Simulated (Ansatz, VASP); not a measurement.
**HgTe in VASP and in Ansatz**

Contents of POSCAR:

```
HgTe
1.0
   -3.0044411569      3.0044411569      1.5383343083
    3.0044411569     -3.0044411569      1.5383343083
    3.0044411569      3.0044411569     -1.5383343083
Hg Te
1 1
Direct
    0.7500000000      0.2500000000      0.5000000000
    0.0000000000      0.0000000000      0.0000000000
```

The input INCAR.step1:

```
SYSTEM = HgTe
PREC = Accurate
ENCUT = 520
ISMEAR = -1
SIGMA = 0.05
LREAL = .False.
LASPH = .True.
NELM = 100
NBANDS = 16
GGA = PE
ALGO = Normal
EDIFF = 1E-4
LWAVE = .True.
LCHARG = .False.
```

The input INCAR.step2:

```
SYSTEM = HgTe
PREC = Accurate
ENCUT = 520
EDIFF = 1E-6
ISMEAR = -1
SIGMA = 0.05
LREAL = .False.
LASPH = .True.
NELM = 100
ALGO = Normal
ISIF = 2
LWAVE = .False.
LCHARG = .True.
METAGGA = R2SCAN
LMIXTAU = .True.
LELF = .True.
LVHAR = .True.
NBANDS = 16
ISTART = 1
```

File KPOINTS:

```
regular mesh
0
Gamma
  10 10 10
  0 0 0
```

File input.yaml:

```yaml
crystal:
  lattice:
    - [-3.0044411569, 3.0044411569, 1.5383343083]
    - [3.0044411569, -3.0044411569, 1.5383343083]
    - [3.0044411569, 3.0044411569, -1.5383343083]
  atoms:
    - { symbol: Hg, position: [0.75, 0.25, 0.5] }
    - { symbol: Te, position: [0.0, 0.0, 0.0] }
hamiltonian:
  xc: r2scan
  pseudopotentials: { kind: paw }
kpoints:
  mp_grid: { grid: [10, 10, 10] }
scf:
  occupations: { method: fermi_dirac, width: 0.05 }
output:
  forces: true
  stress: true
  eigenvalues: true
```

Alike in both runs: task single point; functional r2SCAN; k mesh 10 × 10 × 10; occupations fermi-dirac, width 0.05 eV; no spin polarisation.

|  | VASP | Ansatz |
| --- | --- | --- |
| version | VASP 6.6.1 | Ansatz 0.2.0 |
| potentials or method | VASP PAW PBE potentials, release 64 (Hg, Te) | Ansatz PAW |
| plane-wave cutoff (eV) | 520 | 500 |
| valence electrons in the cell | 18 | 36 |

```tsv
	VASP	Ansatz	Ansatz less VASP
gap on the k mesh at the Fermi level (eV)	none	none	-
pressure (GPa)	0.9	0.8	-0.14
traceless stress, the component that is largest in VASP (GPa)	3.68	3.67	-0.010
```

VASP's potentials were made for PBE, not for r2SCAN. A gap of «none» marks a metal or a gap that the smearing closes. VASP's potentials hold 18 valence electrons a cell and Ansatz's 36, so a difference there can come from the potentials and not from the codes.

Spin-orbit coupling is off throughout.
